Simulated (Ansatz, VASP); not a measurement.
## One calculation of RbBr, two programs

Contents of INCAR:

```
SYSTEM = RbBr
PREC = Accurate
ENCUT = 520
EDIFF = 1E-6
ISMEAR = -1
SIGMA = 0.02
LREAL = .False.
LASPH = .True.
NELM = 150
ALGO = Normal
ISIF = 2
LWAVE = .False.
LCHARG = .True.
MAGMOM = 0 0 0 0 0 0
LORBIT = 11
LSORBIT = .True.
GGA_COMPAT = .False.
LORBMOM = .True.
GGA = PE
LVHAR = .True.
NBANDS = 28
```

The input KPOINTS:

```
regular mesh
0
Gamma
  6 6 6
  0 0 0
```

Contents of POSCAR:

```
RbBr
1.0
    0.0000000000      3.4275000000      3.4275000000
    3.4275000000      0.0000000000      3.4275000000
    3.4275000000      3.4275000000      0.0000000000
Rb Br
1 1
Direct
    0.0000000000      0.0000000000      0.0000000000
    0.5000000000      0.5000000000      0.5000000000
```

Input for Ansatz:

```yaml
crystal:
  lattice:
    - [0.0, 3.4275, 3.4275]
    - [3.4275, 0.0, 3.4275]
    - [3.4275, 3.4275, 0.0]
  atoms:
    - { symbol: Rb, position: [0.0, 0.0, 0.0] }
    - { symbol: Br, position: [0.5, 0.5, 0.5] }
kpoints:
  mp_grid: { grid: [6, 6, 6] }
  band_path:
    path:
      - [0.0, 0.0, 0.0]
      - [0.5, 0.0, 0.5]
      - [0.625, 0.25, 0.625]
      - [0.375, 0.375, 0.75]
      - [0.0, 0.0, 0.0]
      - [0.5, 0.5, 0.5]
      - [0.5, 0.25, 0.75]
      - [0.5, 0.0, 0.5]
    npoints: 5
scf:
  occupations: { method: fermi_dirac, width: 0.02 }
hamiltonian:
  xc: pbe
  pseudopotentials: { kind: all_electron, lapw: { basis_error: 0.001 } }
output:
  forces: true
  stress: true
  eigenvalues: true
magnetization:
  noncollinear: true
  spin_orbit: true
```

Alike in both runs: task single point; functional PBE; k mesh 6 × 6 × 6; occupations fermi-dirac, width 0.02 eV; non-collinear spin, spin-orbit coupling.

|  | VASP | Ansatz |
| --- | --- | --- |
| version | VASP 6.6.1 | Ansatz 0.2.0 |
| potentials or method | VASP PAW PBE potentials, release 64 (Rb_sv, Br), cutoff 520 eV | all-electron LAPW |

```csv
,VASP,Ansatz,Ansatz less VASP
pressure (GPa),1.0,1.0,-0.03
net moment per atom (μB),0.00,0.00,0.000
```

Ansatz ran all-electron here, and VASP with PAW potentials.
